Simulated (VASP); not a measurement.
The system is Cr.

```
CELL_PARAMETERS angstrom
-1.39425 1.39425 1.39425
1.39425 -1.39425 1.39425
1.39425 1.39425 -1.39425
ATOMIC_POSITIONS crystal
Cr 0.00000 0.00000 0.00000
```

Base run:

| Quantity | Value |
| --- | --- |
| Program | VASP 6.6.1 |
| Functional | LDA |
| Potentials or basis | VASP PAW LDA potentials, release 64 (Cr_pv) |
| Cutoff | 520 eV |
| k mesh | 26 × 26 × 26 |
| Occupations | fermi-dirac, width 0.1 eV |
| Spin | no spin polarisation |

Its results: band gap on the k mesh zero (band 6 reaches 14.43 eV, above the bottom of band 7 at 10.73 eV); pressure 0.2 GPa.

Problem. The run is repeated on the same cell with these changes: cutoff from 520 eV to 500 eV; k mesh from 26 × 26 × 26 to 8 × 8 × 8. What comes out?

Solution. Band gap on the k mesh zero (band 6 reaches 14.41 eV, above the bottom of band 7 at 10.71 eV); pressure 0.8 GPa.

Caveats: some runs use coarse meshes; the run has no spin polarisation, though such a crystal can be magnetic.
